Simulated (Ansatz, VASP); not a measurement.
**Two plane-wave programs on CaO**

File INCAR:

```
SYSTEM = CaO
PREC = Accurate ; ENCUT = 520
EDIFF = 1E-6 ; ISMEAR = 0
SIGMA = 0.05 ; LREAL = .False.
LASPH = .True. ; NELM = 100
ALGO = Normal ; ISIF = 2
LWAVE = .False. ; LCHARG = .True.
GGA = PE ; LELF = .True.
LVHAR = .True. ; NBANDS = 24
```

File KPOINTS:

```
regular mesh
0
Gamma
  9 9 6
  0 0 0
```

Contents of POSCAR:

```
CaO
1.0
    4.1117350992      0.0000000000      0.0000000000
   -2.0558675496      3.5608670496      0.0000000000
    0.0000000000      0.0000000000      4.7848400100
Ca O
2 2
Direct
    0.3333333333      0.6666666667      0.7500000000
    0.6666666667      0.3333333333      0.2500000000
    0.3333333333      0.6666666667      0.2500000000
    0.6666666667      0.3333333333      0.7500000000
```

Input for Ansatz:

```yaml
crystal:
  lattice:
    - [4.1117350992, 0.0, 0.0]
    - [-2.0558675496, 3.5608670496, 0.0]
    - [0.0, 0.0, 4.78484001]
  atoms:
    - { symbol: Ca, position: [0.3333333333, 0.6666666667, 0.75] }
    - { symbol: Ca, position: [0.6666666667, 0.3333333333, 0.25] }
    - { symbol: O, position: [0.3333333333, 0.6666666667, 0.25] }
    - { symbol: O, position: [0.6666666667, 0.3333333333, 0.75] }
basis:
  ecutwfc: 420
kpoints:
  mp_grid: { grid: [9, 9, 6] }
hamiltonian:
  xc: pbe
scf:
  occupations: { method: gaussian, width: 0.05 }
output:
  forces: true
  stress: true
  eigenvalues: true
```

Change from the starting cell: strain +0.030 along x and y, +0.000 along z, atoms carried along.

Alike in both runs: task single point; functional PBE; k mesh 9 × 9 × 6; occupations gaussian, width 0.05 eV; no spin polarisation.

```csv
,VASP,Ansatz
version,VASP 6.6.1,Ansatz 0.2.0
potentials or method,"VASP PAW PBE potentials, release 64 (Ca_sv, O), cutoff 520 eV","scalar-relativistic, plane waves, PAW"
valence electrons in the cell,32,32
```

```tsv
	VASP	Ansatz	Ansatz less VASP
gap on the k mesh at the Fermi level (eV)	2.88	2.89	+0.014
least direct gap on the mesh (eV)	2.88	2.89	+0.014
pressure (GPa)	-3.0	-3.4	-0.40
traceless stress, the component that is largest in VASP (GPa)	1.89	1.78	-0.113
```
